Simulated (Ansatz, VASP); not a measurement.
**One calculation of Rh, two programs**

POSCAR

```
Rh
1.0
    0.0000000000      1.9300732500      1.8730267500
    1.9300732500      0.0000000000      1.8730267500
    1.9300732500      1.9300732500      0.0000000000
Rh
1
Direct
    0.0000000000      0.0000000000      0.0000000000
```

Contents of INCAR.step1:

```
ALGO = Normal
EDIFF = 1E-4
ENCUT = 520
GGA = PE
ISMEAR = 0
LASPH = True
LCHARG = False
LREAL = False
LWAVE = True
NBANDS = 14
NELM = 80
PREC = Accurate
SIGMA = 0.15
```

INCAR.step2

```
ALGO = Normal
EDIFF = 1E-7
ENCUT = 520
ISIF = 2
ISMEAR = 0
ISTART = 1
LASPH = True
LCHARG = False
LMIXTAU = True
LREAL = False
LWAVE = False
METAGGA = R2SCAN
NBANDS = 14
NELM = 80
PREC = Accurate
SIGMA = 0.15
```

The input KPOINTS:

```
k-points
0
Gamma
  8 8 8
```

Input for Ansatz:

```yaml
crystal:
  lattice:
    - [0.0, 1.93007325, 1.87302675]
    - [1.93007325, 0.0, 1.87302675]
    - [1.93007325, 1.93007325, 0.0]
  atoms:
    - { symbol: Rh, position: [0.0, 0.0, 0.0] }
basis:
  ecutwfc: 500
kpoints:
  mp_grid: { grid: [8, 8, 8] }
hamiltonian:
  xc: r2scan
scf:
  occupations: { method: gaussian, width: 0.15 }
output:
  forces: true
  stress: true
  eigenvalues: true
```

Change from the starting cell: strain +0.015 along x and y, -0.015 along z, atoms carried along.

Alike in both runs: task single point; functional r2SCAN; k mesh 8 × 8 × 8; occupations gaussian, width 0.15 eV; no spin polarisation.

|  | VASP | Ansatz |
| --- | --- | --- |
| version | VASP 6.6.1 | Ansatz 0.2.0 |
| potentials or method | VASP PAW PBE potentials, release 64 (Rh_pv), cutoff 520 eV | scalar-relativistic, plane waves, PAW |
| valence electrons in the cell | 15 | 17 |

```csv
,VASP,Ansatz,Ansatz less VASP
gap on the k mesh at the Fermi level (eV),none,none,-
pressure (GPa),-2.5,-3.7,-1.14
"traceless stress, the component that is largest in VASP (GPa)",4.43,4.41,-0.027
```

VASP's potentials were made for PBE, not for r2SCAN. A gap of «none» marks a metal or a gap that the smearing closes. VASP's potentials hold 15 valence electrons a cell and Ansatz's 17, so a difference there can come from the potentials and not from the codes.
